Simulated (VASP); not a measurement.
ZnS: relaxation of cell and atoms with PBEsol

Crystal: ZnS.

```
CELL_PARAMETERS angstrom
0.00000 2.70200 2.70200
2.70200 0.00000 2.70200
2.70200 2.70200 0.00000
ATOMIC_POSITIONS crystal
Zn 0.25000 0.25000 0.25000
S 0.00000 0.00000 0.00000
```

```yaml
Program: VASP 6.6.1
Task: relaxation of cell and atoms
Functional: PBEsol
Potentials_or_basis: VASP PAW PBE potentials, release 64 (Zn, S)
Cutoff: 600 eV
k_mesh: 8 × 8 × 8
Occupations: methfessel-paxton, width 0.02 eV
Spin: no spin polarisation
Target_pressure: 20 GPa
Dipole_correction: no
Further_INCAR_settings: ALGO = Normal; EDIFF = 1e-06; IBRION = 2; EDIFFG = -0.05; NSW = 80; ISIF = 3
```

The relaxed volume is 16.23 Å³/atom. The relaxed cell is a = 3.580 Å, b = 3.580 Å, c = 3.580 Å, α = 60.00°, β = 60.00°, γ = 60.00°, the space group after relaxing (to 0.05 Å) is F-43m (No. 216) and the energy change on relaxing (the enthalpy is what falls) is +157.3 meV/atom. The ionic steps are 4, the pressure after relaxing is 19.8 GPa and the band gap on the k mesh is 2.73 eV, indirect (least direct gap 2.87 eV).

Step by step:
```csv
step,energy change (eV),largest force (eV/Å),pressure (GPa),volume (Å³)
1,0.0000,0.0000,-1.72,39.45
2,1.9889,0.0000,73.10,26.07
3,0.2853,0.0000,18.49,32.70
4,0.3146,0.0000,19.79,32.45
```

Final structure:
```
Zn S
1.0
     0.00000    2.53167    2.53167
     2.53167    0.00000    2.53167
     2.53167    2.53167    0.00000
Zn S
1 1
Direct
  0.25000 0.25000 0.25000
  0.00000 0.00000 0.00000
```

Levels at points of the mesh, in eV from the valence-band top:
| k point | band 7 | band 8 | band 9 | band 10 | band 11 | band 12 |
| --- | --- | --- | --- | --- | --- | --- |
| (0.00, 0.00, 0.00) | 0.00 | 0.00 | 0.00 | 2.87 | 6.08 | 6.08 |
| (0.50, 0.00, 0.00) | -6.30 | -1.20 | -1.20 | 3.53 | 6.63 | 6.63 |
| (0.50, 0.50, 0.00) | -5.44 | -3.06 | -3.06 | 2.73 | 3.78 | 12.40 |

Wall time 50 s on 1 thread of Intel(R) Xeon(R) Platinum 8488C (Sapphire Rapids), on a shared host, peak memory 0.2 GiB.

Caveat: the cell is relaxed towards a set pressure, so the enthalpy falls and the energy may rise; the volume moved by over 15 % at a fixed basis, so the end points are rough; the PAW data sets were made with another functional, which shifts forces and pressure a little. PBEsol gaps usually lie below the measured ones, often by a third to a half.
